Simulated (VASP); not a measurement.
# NaH (Pm-3m) in VASP: single point with SCAN

Aim: the single point of NaH with SCAN.

Program: VASP 6.6.1. These are calculated values, not measurements. Logs are shortened: lines on timing, memory, paths and dates and some standing lists are left out, and cuts for length are marked.

**1. The cell of the first run**

Symmetry: Pm-3m, No. 221, cubic system. Conventional cell: a = 2.955 Å, b = 2.955 Å, c = 2.955 Å, α = 90.00°, β = 90.00°, γ = 90.00°. Na (site symmetry m-3m) has 8 H at 2.56 Å and 6 Na at 2.96 Å within 3.4 Å. Within 3.4 Å of H (site symmetry m-3m) lie 8 Na at 2.56 Å and 6 H at 2.96 Å.

**2. Single point, SCAN**

The input, INCAR:

```
METAGGA = SCAN ; ISMEAR = -5
LWAVE = F ; LCHARG = F
NBANDS = 20 ; PREC = Accurate
LASPH = T ; LREAL = F
ALGO = Normal ; EDIFF = 1E-6
NELM = 120 ; GGA_COMPAT = F
ENCUT = 520 ; EFERMI = MIDGAP
LMIXTAU = T ; NEDOS = 4001
LORBIT = 11
```

The input, KPOINTS:

```
Automatic mesh
0
Gamma
  27 27 27
  0 0 0
```

The input, POSCAR:

```
NaH
1.0
    2.9551240000      0.0000000000      0.0000000000
    0.0000000000      2.9551240000      0.0000000000
    0.0000000000      0.0000000000      2.9551240000
Na H
1 1
Direct
    0.0000000000      0.0000000000      0.0000000000
    0.5000000000      0.5000000000      0.5000000000
```

Potentials or basis: VASP PAW PBE potentials, release 64 (Na_pv, H).

Started as:

```bash
$ cat potpaw_PBE.64/Na_pv/POTCAR potpaw_PBE.64/H/POTCAR > POTCAR
$ mpirun -np 1 vasp_std > vasp.out
```

OUTCAR:

```text
METAGGA = SCAN
   ISMEAR = -5
   PREC = Accurate
   LASPH = T
   LREAL = F
   EDIFF = 1E-6
   NELM = 120
   ENCUT = 520
   EFERMI = MIDGAP
   LORBIT = 11

 ion  position               nearest neighbor table
   1  0.000  0.000  0.000-
   2  0.500  0.500  0.500-

  LATTYP: Found a simple cubic cell.
 ALAT       =     2.9551240000

  Lattice vectors:

 A1 = (   2.9551240000,   0.0000000000,   0.0000000000)
 A2 = (   0.0000000000,   2.9551240000,   0.0000000000)
 A3 = (   0.0000000000,   0.0000000000,   2.9551240000)

Analysis of symmetry for initial positions (statically):
=====================================================================
 Subroutine PRICEL returns:
 Original cell was already a primitive cell.

 Routine SETGRP: Setting up the symmetry group for a
 simple cubic supercell.

 Subroutine GETGRP returns: Found 48 space group operations
 (whereof 48 operations were pure point group operations)
 out of a pool of 48 trial point group operations.

The static configuration has the point symmetry O_h .

Analysis of symmetry for dynamics (positions and initial velocities):
=====================================================================
 Subroutine PRICEL returns:
 Original cell was already a primitive cell.

 Routine SETGRP: Setting up the symmetry group for a
 simple cubic supercell.

 Subroutine GETGRP returns: Found 48 space group operations
 (whereof 48 operations were pure point group operations)
 out of a pool of 48 trial point group operations.

The dynamic configuration has the point symmetry O_h .

 Subroutine INISYM returns: Found 48 space group operations
 (whereof 48 operations are pure point group operations),
 and found     1 'primitive' translations

----------------------------------------------------------------------------------------

                                     Primitive cell

  volume of cell :      25.8064

  direct lattice vectors                    reciprocal lattice vectors
     2.955124000  0.000000000  0.000000000     0.338395275  0.000000000  0.000000000
     0.000000000  2.955124000  0.000000000     0.000000000  0.338395275  0.000000000
     0.000000000  0.000000000  2.955124000     0.000000000  0.000000000  0.338395275

  length of vectors
     2.955124000  2.955124000  2.955124000     0.338395275  0.338395275  0.338395275

  position of ions in fractional coordinates (direct lattice)
     0.000000000  0.000000000  0.000000000
     0.500000000  0.500000000  0.500000000

  ion indices of the primitive-cell ions
   primitive index   ion index
                 1           1
                 2           2

----------------------------------------------------------------------------------------

 KPOINTS: Automatic mesh

Automatic generation of k-mesh.
 Grid dimensions read from file:
 generate k-points for:   27   27   27

 Generating k-lattice:

  Cartesian coordinates                     Fractional coordinates (reciprocal lattice)
     0.012533158  0.000000000  0.000000000     0.037037037  0.000000000  0.000000000
     0.000000000  0.012533158  0.000000000     0.000000000  0.037037037  0.000000000
     0.000000000  0.000000000  0.012533158     0.000000000  0.000000000  0.037037037

  Length of vectors
     0.012533158  0.012533158  0.012533158

  Shift w.r.t. Gamma in fractional coordinates (k-lattice)
     0.000000000  0.000000000  0.000000000

 TETIRR: Found   9803 inequivalent tetrahedra from   118098

 Subroutine IBZKPT returns following result:
 ===========================================

 Found    560 irreducible k-points:

 Following reciprocal coordinates:
            Coordinates               Weight
  0.000000  0.000000  0.000000      1.000000
  0.037037  0.000000  0.000000      6.000000
  0.074074  0.000000  0.000000      6.000000
  0.111111  0.000000  0.000000      6.000000
  0.148148  0.000000  0.000000      6.000000
  0.185185  0.000000  0.000000      6.000000
[... 16 lines left out ...]
  0.333333  0.037037  0.000000     24.000000
  0.370370  0.037037  0.000000     24.000000
 [... further k-points ...]
   k-points           NKPTS =    560   k-points in BZ     NKDIM =    560   number of bands    NBANDS=     20
   number of dos      NEDOS =   4001   number of ions     NIONS =      2
   total plane-waves  NPLWV =  13824
   dimension x,y,z NGX =    24 NGY =   24 NGZ =   24
   dimension x,y,z NGXF=    48 NGYF=   48 NGZF=   48
   ions per type =               1   1
   NGX,Y,Z   is equivalent  to a cutoff of  13.50, 13.50, 13.50 a.u.
   NGXF,Y,Z  is equivalent  to a cutoff of  27.00, 27.00, 27.00 a.u.
 SYSTEM =  unknown system
   PREC   = accura    normal or accurate (medium, high low for compatibility)
   ISTART =      0    job   : 0-new  1-cont  2-samecut
   ICHARG =      2    charge: 1-file 2-atom 10-const
   ISPIN  =      1    spin polarized calculation?
   LNONCOLLINEAR =      F non collinear calculations
   LSORBIT =      F    spin-orbit coupling
   LASPH  =      T    aspherical Exc in radial PAW
   ENCUT  =  520.0 eV  38.22 Ry    6.18 a.u.   5.49  5.49  5.49*2*pi/ulx,y,z
   NELM   =    120;   NELMIN=  2; NELMDL= -5     # of ELM steps
   EDIFF  = 0.1E-05   stopping-criterion for ELM
   LREAL  =      F    real-space projection
   EDIFFG = 0.1E-04   stopping-criterion for IOM
   NSW    =      0    number of steps for IOM
   IBRION =     -1    ionic relax: 0-MD 1-quasi-New 2-CG
   NFREE  =      0    steps in history (QN), initial steepest desc. (CG)
   ISIF   =      2    stress and relaxation
   ISYM   =      2    0-nonsym 1-usesym 2-fastsym
   POTIM  = 0.5000    time-step for ionic-motion
   TEBEG  =    0.0;   TEEND  =   0.0 temperature during run

   SCALEE = 1.0000    scale energy and forces
   PSTRESS=    0.0 pullay stress
   NELECT =       8.0000    total number of electrons
   NUPDOWN=      -1.0000    fix difference up-down
   EMIN   =  10.00;   EMAX   =-10.00  energy-range for DOS
   EFERMI =   0.00;   METHOD = MIDGAP
   ISMEAR =    -5;   SIGMA  =   0.20  broadening in eV -4-tet -1-fermi 0-gaus
   EFERMI_NEDOS =   21; number of points for ismear=-14 and -15
   IALGO  =     38    algorithm
   IMIX   =      4    mixing-type and parameters
     AMIX     =   0.40;   BMIX     =  1.00
     AMIX_MAG =   1.60;   BMIX_MAG =  1.00
  volume/ion in A,a.u.               =      12.90        87.08
  Fermi-wavevector in a.u.,A,eV,Ry     =   1.107973  2.093765 16.702564  1.227604
  Thomas-Fermi vector in A             =   2.244494
   LORBIT       =     11    0 simple, 1 ext, 2 COOP (PROOUT), +10 PAW based schemes
   METAGGA = SCAN    functional components
   LHFCALC =     F    Hartree Fock is set to
   AEXX    =    0.0000 exact exchange contribution
   IVDW    =     0    specifies the selected vdW correction
   LEPSILON=     F    determine dielectric tensor
   LRPA    =     F    only Hartree local field effects (RPA)

   CSHIFT  =0.1000    complex shift for real part using Kramers Kronig

   OMEGAMAX=  -1.0    maximum frequency
 non-spin polarized calculation
 Fermi weights with tetrahedron method with Bloechl corrections
  energy-cutoff  :      520.00
  volume of cell :       25.81
 maximum number of plane-waves:       739
 NGX is ok and might be reduce to    24
   NGX = 11   NGY = 11   NGZ = 11

 number of electron       8.0000007 magnetization

 Free energy of the ion-electron system (eV)
  ---------------------------------------------------
  ext. energy  EPLUGINS =         0.00000000
  ---------------------------------------------------
  free energy    TOTEN  =        -7.94932581 eV

  energy without entropy =       -7.94932581  energy(sigma->0) =       -7.94932581

 E-fermi :   1.7979     XC(G=0):  -8.5870

 val. band max:        1.0012870108   @ k =   0.4815   0.4815   0.4815
 cond. band min:       2.5944177203   @ k =   0.4815   0.0000   0.0000
 fundamental gap:      1.5931307094
 Fermi energy:         1.7978523655

 k-point     1 :       0.0000    0.0000    0.0000
  band No.  band energies     occupation
      1     -24.4816      2.00000
      2     -24.4816      2.00000
      3     -24.4816      2.00000
      4      -4.9443      2.00000
      5      10.6206      0.00000
      6      12.5838      0.00000
[... 8 lines left out ...]
     15      30.0179      0.00000
     16      31.0227      0.00000

 k-point     2 :       0.0370    0.0000    0.0000
  band No.  band energies     occupation
      1     -24.4839      2.00000
      2     -24.4814      2.00000
      3     -24.4814      2.00000
      4      -4.9224      2.00000
      5      10.4969      0.00000
      6      12.2281      0.00000
[... 8 lines left out ...]
     15      29.9396      0.00000
     16      31.2538      0.00000

 k-point     3 :       0.0741    0.0000    0.0000
  band No.  band energies     occupation
      1     -24.4905      2.00000
      2     -24.4808      2.00000
      3     -24.4808      2.00000
      4      -4.8571      2.00000
      5      10.0471      0.00000
      6      11.8208      0.00000
[... 8 lines left out ...]
     15      29.6878      0.00000
     16      31.7202      0.00000

 k-point     4 :       0.1111    0.0000    0.0000
  band No.  band energies     occupation
      1     -24.5012      2.00000
      2     -24.4799      2.00000
      3     -24.4799      2.00000
      4      -4.7493      2.00000
      5       9.2941      0.00000
      6      11.6854      0.00000
[... 8 lines left out ...]
     15      29.2540      0.00000
     16      32.0747      0.00000
[... 324 lines left out ...]
 k-point    22 :       0.2963    0.0370    0.0000
  band No.  band energies     occupation
      1     -24.5882      2.00000
      2     -24.4743      2.00000
      3     -24.4720      2.00000
      4      -3.6387      2.00000
      5       5.0575      0.00000
      6      12.0804      0.00000
[... 8 lines left out ...]
     15      28.5778      0.00000
     16      32.0689      0.00000

 k-point    23 :       0.3333    0.0370    0.0000
  band No.  band energies     occupation
      1     -24.6057      2.00000
      2     -24.4727      2.00000
      3     -24.4704      2.00000
      4      -3.3479      2.00000
      5       4.3459      0.00000
      6      12.2594      0.00000
[... 8 lines left out ...]
     15      28.8770      0.00000
     16      32.2232      0.00000

 k-point    24 :       0.3704    0.0370    0.0000
  band No.  band energies     occupation
      1     -24.6209      2.00000
      2     -24.4714      2.00000
      3     -24.4691      2.00000
      4      -3.0590      2.00000
      5       3.7189      0.00000
      6      12.4250      0.00000
[... 8 lines left out ...]
     15      29.1845      0.00000
     16      32.3158      0.00000

 [... further k-points ...]

 [bands above 16 left out]

------------------------ aborting loop because EDIFF is reached ----------------------------------------

  FORCE on cell =-STRESS in cart. coord.  units (eV):
  Direction    XX          YY          ZZ          XY          YZ          ZX
  --------------------------------------------------------------------------------------
  -------------------------------------------------------------------------------------
  Total       -0.1751348     -0.1751348     -0.1751348     -0.0000000     -0.0000000     -0.0000000
  in kB      -10.8731625    -10.8731625    -10.8731625     -0.0000000     -0.0000000     -0.0000000
  external PRESSURE =     -10.8731625 kB  Pullay stress =       0.0000000 kB

 VOLUME and BASIS-vectors are now :
 -----------------------------------------------------------------------------
  energy-cutoff  :      520.00
  volume of cell :       25.81
      direct lattice vectors                 reciprocal lattice vectors
     2.955124000  0.000000000  0.000000000     0.338395275  0.000000000  0.000000000
     0.000000000  2.955124000  0.000000000     0.000000000  0.338395275  0.000000000
     0.000000000  0.000000000  2.955124000     0.000000000  0.000000000  0.338395275

 POSITION                                       TOTAL-FORCE (eV/Angst)
 -----------------------------------------------------------------------------------
      0.00000      0.00000      0.00000         0.000000      0.000000      0.000000
      1.47756      1.47756      1.47756         0.000000      0.000000      0.000000
 -----------------------------------------------------------------------------------
    total drift:                                0.000000      0.000000      0.000000

  FREE ENERGIE OF THE ION-ELECTRON SYSTEM (eV)
  ---------------------------------------------------
  free  energy   TOTEN  =        -7.9493258085 eV

  energy  without entropy=       -7.9493258085  energy(sigma->0) =       -7.94932581

 total charge

# of ion       s       p       d       tot
------------------------------------------
    1        0.049   5.985   0.000   6.034
    2        0.516   0.001   0.000   0.516
--------------------------------------------------
tot          0.565   5.985   0.000   6.551
```

Run time: 4.7 min. Hardware: 1 thread of Intel Xeon 6975P-C (Granite Rapids), shared host; peak memory 0.35 GiB.

What came out:

```
Free energy                                           : -7.9493 eV
Pressure                                              : -1.1 GPa
Band gap on the k mesh                                : 1.59 eV (least direct gap 5.08 eV)
Valence electrons inside the program's atomic spheres : Na 6.03; H 0.52
```

Caveat: the PAW data sets were made with another functional, which shifts forces and pressure a little; an odd mesh through Γ misses points on the zone boundary, where band edges can lie.
